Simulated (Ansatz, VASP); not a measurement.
# Si: VASP beside Ansatz

```
Si
1.0
     0.00000    2.66116    2.71547
     2.66116    0.00000    2.71547
     2.66116    2.66116    0.00000
Si
2
Direct
  0.50000 0.50000 0.50000
  0.75000 0.75000 0.75000
```

Change from the starting cell: equal xx and yy strain of -2 %, crystal datasets.

Alike in both runs: task electric field gradients; functional LDA; k mesh 11 × 11 × 11; occupations fermi-dirac, width 0.08 eV; no spin polarisation.

|  | VASP | Ansatz |
| --- | --- | --- |
| version | VASP 6.6.1 | Ansatz 0.2.0 |
| potentials or method | VASP PAW LDA potentials, release 64 (Si), cutoff 520 eV | all-electron PAW with datasets made for the crystal, scalar-relativistic |

|  | VASP | Ansatz | Ansatz less VASP |
| --- | --- | --- | --- |
| pressure (GPa) | 2.5 | 2.4 | -0.12 |
| traceless stress, the component that is largest in VASP (GPa) | -1.33 | -1.33 | -0.003 |
| size of Vzz on the site where it differs most (V/Å²) | 0.1 | 0.1 | -0.04 |

LDA's correlation is that of Perdew and Zunger in VASP and of Perdew and Wang (1992) in Ansatz. Ansatz ran all-electron here, and VASP with PAW potentials.
